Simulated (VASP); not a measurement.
# PbF2: single point with PBE

PbF2:

```
Pb F
1.0
     0.00000    2.96044    2.96044
     2.96044    0.00000    2.96044
     2.96044    2.96044    0.00000
Pb F
1 2
Direct
  0.00000 0.00000 0.00000
  0.25000 0.25000 0.25000
  0.75000 0.75000 0.75000
```

* Program: VASP 6.6.1
* Task: single point
* Functional: PBE
* Potentials or basis: VASP PAW PBE potentials, release 64 (Pb_d, F)
* Cutoff: 600 eV
* k mesh: 6 × 6 × 6
* Occupations: tetrahedron
* Spin: no spin polarisation
* Dipole correction: no
* Further INCAR settings: ALGO = Normal; EDIFF = 1e-06; NBANDS = 21

* Pressure: 2.7 GPa
* Band gap on the k mesh: 4.44 eV (least direct gap 4.56 eV)

Levels at points of the mesh, in eV from the valence-band top:
| k point | band 10 | band 11 | band 12 | band 13 | band 14 | band 15 | band 16 | band 17 | band 18 | band 19 |
| --- | --- | --- | --- | --- | --- | --- | --- | --- | --- | --- |
| (0.00, 0.00, 0.00) | -2.47 | -2.47 | -1.98 | -1.98 | -1.98 | 6.80 | 6.80 | 6.80 | 10.67 | 15.18 |
| (0.50, 0.00, 0.00) | -2.68 | -2.68 | -2.14 | -2.14 | -0.01 | 5.05 | 7.70 | 7.70 | 13.25 | 13.78 |
| (0.50, 0.50, 0.00) | -3.56 | -1.55 | -1.55 | -1.55 | -0.12 | 4.44 | 7.93 | 7.93 | 8.98 | 14.24 |

It took 21 s on 1 thread of Intel(R) Xeon(R) Platinum 8488C (Sapphire Rapids) (shared host), peak memory 0.2 GiB.

Caveat: spin-orbit coupling is left out, which moves the levels of the heavy elements. A k mesh can miss the band edges.
